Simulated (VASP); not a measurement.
# NiO in VASP: further runs

Runs on NiO. Level: PBE. Tasks: single point.

All numbers are computed with VASP 6.6.1; they aren't measurements. Logs are shortened: lines on timing, memory, paths and dates and some standing lists are left out, and cuts for length are marked.

### Step 1. The cell of the first run

The cell holds a wire or tube with vacuum around it, 2 atoms: a = 10.700 Å, b = 9.300 Å, c = 3.112 Å, α = 90.00°, β = 90.00°, γ = 90.00°.

### Step 2. Single point, PBE, collinear spin, ferromagnetic start

INCAR

```
SYSTEM = NiO
PREC = Accurate
ENCUT = 520
EDIFF = 1E-7
ISMEAR = 0
SIGMA = 0.05
LREAL = .FALSE.
LASPH = .TRUE.
NELM = 150
ALGO = Normal
ISIF = 2
LWAVE = .FALSE.
LCHARG = .FALSE.
ISPIN = 2
MAGMOM = 1.6 0.5
LORBIT = 11
LMAXMIX = 4
GGA = PE
NBANDS = 19
```

KPOINTS

```
Automatic mesh
0
G
  1 1 32
  0 0 0
```

POSCAR

```
NiO
1.0
   10.7000000000      0.0000000000      0.0000000000
    0.0000000000      9.3000000000      0.0000000000
    0.0000000000      0.0000000000      3.1120975964
Ni O
1 1
Direct
    0.4705747824      0.5000000000      0.0000000000
    0.5294252176      0.5000000000      0.5000000000
```

Potentials or basis: VASP PAW PBE potentials, release 64 (Ni, O).

On the command line:

```sh
$ cat potpaw_PBE.64/Ni/POTCAR potpaw_PBE.64/O/POTCAR > POTCAR
$ mpirun -np 1 vasp_std > vasp.out
```

OUTCAR:

```text
SYSTEM = NiO
   PREC = Accurate
   ENCUT = 520
   EDIFF = 1E-7
   ISMEAR = 0
   LREAL = .FALSE.
   LASPH = .TRUE.
   NELM = 150
   ISIF = 2
   ISPIN = 2
   LORBIT = 11
   GGA = PE

 ion  position               nearest neighbor table
   1  0.471  0.500  0.000-   2 1.68   2 1.68
   2  0.529  0.500  0.500-   1 1.68   1 1.68

  LATTYP: Found a simple orthorhombic cell.
 ALAT       =     3.1120975964
 B/A-ratio  =     2.9883381584
 C/A-ratio  =     3.4381955156

  Lattice vectors:

 A1 = (   0.0000000000,   0.0000000000,  -3.1120975964)
 A2 = (   0.0000000000,   9.3000000000,   0.0000000000)
 A3 = (  10.7000000000,   0.0000000000,   0.0000000000)

Analysis of symmetry for initial positions (statically):
=====================================================================
 Subroutine PRICEL returns:
 Original cell was already a primitive cell.

 Routine SETGRP: Setting up the symmetry group for a
 simple orthorhombic supercell.

 Subroutine GETGRP returns: Found  4 space group operations
 (whereof  4 operations were pure point group operations)
 out of a pool of  8 trial point group operations.

The static configuration has the point symmetry C_2v.

Analysis of symmetry for dynamics (positions and initial velocities):
=====================================================================
 Subroutine PRICEL returns:
 Original cell was already a primitive cell.

 Routine SETGRP: Setting up the symmetry group for a
 simple orthorhombic supercell.

 Subroutine GETGRP returns: Found  4 space group operations
 (whereof  4 operations were pure point group operations)
 out of a pool of  8 trial point group operations.

The dynamic configuration has the point symmetry C_2v.

Analysis of structural, dynamic, and magnetic symmetry:
=====================================================================
 Subroutine PRICEL returns:
 Original cell was already a primitive cell.

 Routine SETGRP: Setting up the symmetry group for a
 simple orthorhombic supercell.

 Subroutine GETGRP returns: Found  4 space group operations
 (whereof  4 operations were pure point group operations)
 out of a pool of  8 trial point group operations.

The overall configuration has the point symmetry C_2v.

 Subroutine INISYM returns: Found  4 space group operations
 (whereof  4 operations are pure point group operations),
 and found     1 'primitive' translations

----------------------------------------------------------------------------------------

[... 108 lines left out ...]
   LORBIT       =     11    0 simple, 1 ext, 2 COOP (PROOUT), +10 PAW based schemes
   GGA     = PE    functional components
   LHFCALC =     F    Hartree Fock is set to
   AEXX    =    0.0000 exact exchange contribution
   IVDW    =     0    specifies the selected vdW correction
   LEPSILON=     F    determine dielectric tensor
   LRPA    =     F    only Hartree local field effects (RPA)
 spin polarized calculation
 Gauss-broadening in eV      SIGMA  =   0.05
  energy-cutoff  :      520.00
  volume of cell :      309.68
 maximum number of plane-waves:      8388
 NGX is ok and might be reduce to    80
   NGX = 39   NGY = 35   NGZ = 11

 number of electron      16.0000000 magnetization       0.0551472

 Free energy of the ion-electron system (eV)
  ---------------------------------------------------
  ext. energy  EPLUGINS =         0.00000000
  ---------------------------------------------------
  free energy    TOTEN  =       -10.19921273 eV

  energy without entropy =      -10.19628812  energy(sigma->0) =      -10.19775043

 E-fermi :  -4.7058     XC(G=0):  -1.7850

 val. band max:       -4.7118061571   @ k =   0.0000   0.0000   0.2813
 cond. band min:      -4.6937586579   @ k =   0.0000   0.0000   0.2813
 fundamental gap:      0.0180474992
 Fermi energy:        -4.7057586133

 spin component 1

 k-point     1 :       0.0000    0.0000    0.0000
  band No.  band energies     occupation
      1     -23.5294      1.00000
      2     -10.5023      1.00000
      3      -9.5266      1.00000
      4      -8.2581      1.00000
      5      -6.4384      1.00000
      6      -5.8086      1.00000
[... 350 lines left out ...]
      5      -6.1098      1.00000
      6      -5.7297      1.00000
[... 11 lines left out ...]
     18       5.2707      0.00000
     19       5.4409      0.00000
 Fermi energy:        -4.7057586133

 spin component 2

 k-point     1 :       0.0000    0.0000    0.0000
  band No.  band energies     occupation
      1     -23.5112      1.00000
      2     -10.4799      1.00000
      3      -9.5075      1.00000
      4      -8.2293      1.00000
      5      -6.3767      1.00000
      6      -5.7830      1.00000
[... 351 lines left out ...]
      6      -5.6929      1.00000
[... 11 lines left out ...]
     18       5.2709      0.00000
     19       5.4409      0.00000

------------------------ aborting loop because EDIFF is reached ----------------------------------------

  FORCE on cell =-STRESS in cart. coord.  units (eV):
  Direction    XX          YY          ZZ          XY          YZ          ZX
  --------------------------------------------------------------------------------------
  -------------------------------------------------------------------------------------
  Total       -0.0247981     -0.0241005      0.2659075      0.0000000      0.0000000      0.0000000
  in kB       -0.1282948     -0.1246855      1.3756920      0.0000000      0.0000000      0.0000000
  external PRESSURE =       0.3742372 kB  Pullay stress =       0.0000000 kB

 VOLUME and BASIS-vectors are now :
 -----------------------------------------------------------------------------
  energy-cutoff  :      520.00
  volume of cell :      309.68
      direct lattice vectors                 reciprocal lattice vectors
    10.700000000  0.000000000  0.000000000     0.093457944  0.000000000  0.000000000
     0.000000000  9.300000000  0.000000000     0.000000000  0.107526882  0.000000000
     0.000000000  0.000000000  3.112097596     0.000000000  0.000000000  0.321326684

 POSITION                                       TOTAL-FORCE (eV/Angst)
 -----------------------------------------------------------------------------------
      5.03515      4.65000      0.00000        -0.011178      0.000000      0.000000
      5.66485      4.65000      1.55605         0.011178      0.000000      0.000000
 -----------------------------------------------------------------------------------
    total drift:                                0.001479     -0.000000      0.000003

  FREE ENERGIE OF THE ION-ELECTRON SYSTEM (eV)
  ---------------------------------------------------
  free  energy   TOTEN  =       -10.1992127330 eV

  energy  without entropy=      -10.1962881217  energy(sigma->0) =      -10.19775043

 total charge

# of ion       s       p       d       tot
------------------------------------------
    1        0.501   0.517   8.368   9.386
    2        1.578   3.389   0.000   4.968
--------------------------------------------------
tot          2.080   3.906   8.368  14.354

 magnetization (x)

# of ion       s       p       d       tot
------------------------------------------
    1        0.003   0.000   0.038   0.041
    2        0.000   0.010   0.000   0.010
--------------------------------------------------
tot          0.003   0.010   0.038   0.051
```

OSZICAR:

```text
N       E                     dE             d eps       ncg     rms          rms(c)
DAV:   1     0.110283378795E+03    0.11028E+03   -0.46794E+03  1300   0.555E+02
DAV:   2     0.688818861173E+01   -0.10340E+03   -0.92561E+02  1590   0.149E+02
DAV:   3    -0.133135227615E+02   -0.20202E+02   -0.19573E+02  1487   0.644E+01
[... 21 lines left out ...]
DAV:  25    -0.101992052329E+02   -0.65470E-05   -0.31233E-07  1292   0.425E-03    0.158E-03
DAV:  26    -0.101992099170E+02   -0.46841E-05   -0.54630E-07  1361   0.437E-03    0.104E-03
DAV:  27    -0.101992109934E+02   -0.10764E-05   -0.60372E-08  1186   0.176E-03    0.738E-04
DAV:  28    -0.101992119660E+02   -0.97259E-06   -0.45091E-08  1119   0.194E-03    0.492E-04
DAV:  29    -0.101992126699E+02   -0.70390E-06   -0.49691E-08  1161   0.164E-03    0.238E-04
DAV:  30    -0.101992127330E+02   -0.63150E-07   -0.84742E-09  1113   0.713E-04
   1 F= -.10199213E+02 E0= -.10197750E+02  d E =-.292461E-02  mag=     0.0552
```

Wall time 5 min (1 thread of AMD EPYC 7R13 (Zen 3), shared host); peak memory 0.49 GiB.

What came out:

```
Free energy                                           : -10.1992 eV
Largest force                                         : 0.011 eV/Å
Net moment                                            : 0.06 μB per cell
Site moments                                          : Ni +0.04; O +0.01 μB
Valence electrons inside the program's atomic spheres : Ni 9.39; O 4.97
```

Forces in eV/Å, atoms in the order of the input:
```
Ni  -0.011  0.000  0.000
O    0.011  0.000  0.000
```

Caveat: the moments typed at the start vanished in this run; semilocal functionals often make such compounds metallic where correlation or magnetic order opens a gap, which also shifts bond lengths. With open d or f shells a metallic result of PBE can be an artefact of self-interaction; +U or a hybrid may open a gap.

### Step 3. Single point, PBE, collinear spin, ferromagnetic start

This run uses another cell than the first one.

INCAR

```
SYSTEM = NiO
ALGO = Normal ; EDIFF = 1E-7
ENCUT = 520 ; GGA = PE
ISIF = 2 ; ISMEAR = 0
ISPIN = 2 ; LASPH = .True.
LCHARG = .False. ; LMAXMIX = 4
LORBIT = 11 ; LREAL = .False.
LWAVE = .False. ; MAGMOM = 1.6 0.5
NBANDS = 19 ; NELM = 150
PREC = Accurate ; SIGMA = 0.05
```

KPOINTS

```
k-points
0
Gamma
  1 1 17
  0 0 0
```

POSCAR

```
NiO
1.0
    9.0000000000      0.0000000000      0.0000000000
    0.0000000000      9.3000000000      0.0000000000
    0.0000000000      0.0000000000      3.7947169513
Ni O
1 1
Direct
    0.5000000000      0.5000000000      0.0000000000
    0.5000000000      0.5000000000      0.4650000000
```

Potentials or basis: VASP PAW PBE potentials, release 64 (Ni, O).

On the command line:

```sh
$ cat potpaw_PBE.64/Ni/POTCAR potpaw_PBE.64/O/POTCAR > POTCAR
$ mpirun -np 1 vasp_std > vasp.out
```

Run time: 1.7 min. Hardware: 1 thread of Intel Xeon 6975P-C (Granite Rapids), shared host; peak memory 0.52 GiB.

It converged, with:

```
Free energy                                           : -9.6986 eV
Largest force                                         : 0.372 eV/Å
Band gap on the k mesh                                : 0.08 eV (least direct gap 0.21 eV)
Net moment                                            : 2.00 μB per cell
Site moments                                          : Ni +1.38; O +0.50 μB
Valence electrons inside the program's atomic spheres : Ni 8.88; O 4.87
```

Forces in eV/Å, atoms in the order of the input:
```
Ni   0.000  0.000 -0.372
O    0.000  0.000  0.372
```

Levels at points of the mesh, in eV from the valence-band top:
Spin up:
| k point | band 5 | band 6 | band 7 | band 8 | band 9 | band 10 | band 11 | band 12 | band 13 | band 14 |
| --- | --- | --- | --- | --- | --- | --- | --- | --- | --- | --- |
| (0.00, 0.00, 0.00) | -1.82 | -1.82 | -1.34 | -1.05 | -1.05 | 3.02 | 5.74 | 5.79 | 5.97 | 6.74 |
Spin down:
```tsv
k point	band 4	band 5	band 6	band 7	band 8	band 9	band 10	band 11
(0.00, 0.00, 0.00)	-1.27	-0.65	-0.13	-0.13	0.08	0.08	3.32	5.85
```
